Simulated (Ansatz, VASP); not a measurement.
One calculation of SnO2, two programs

```
Sn O
1.0
     3.22813    0.00000    0.00000
    -1.61407    2.79565    0.00000
     0.00000    0.00000    5.18353
Sn O
1 2
Direct
  0.00000 0.00000 0.00000
  0.33333 0.66667 0.19496
  0.66667 0.33333 0.80504
```

Alike in both runs: functional PBE; k mesh 6 × 6 × 4; occupations gaussian, width 0.1 eV; no spin polarisation.

Ansatz relaxed the structure, and its values are those at the end. VASP's run is a single point on that final structure, the one shown.

```csv
,VASP,Ansatz
version,VASP 6.6.1,Ansatz 0.2.0
potentials or method,"VASP PAW PBE potentials, release 64 (Sn_d, O), cutoff 520 eV","scalar-relativistic, plane waves, PAW"
valence electrons in the cell,26,26
```

|  | VASP | Ansatz | Ansatz less VASP |
| --- | --- | --- | --- |
| gap on the k mesh at the Fermi level (eV) | 2.17 | 2.19 | +0.023 |
| least direct gap on the mesh (eV) | 2.41 | 2.43 | +0.017 |
| pressure (GPa) | 0.7 | 0.2 | -0.50 |
| rms of the force components (eV/Å) | 0.025 | 0.002 | -0.0236 |

The functional is the same, so the differences come from potentials, cutoffs and numerics.
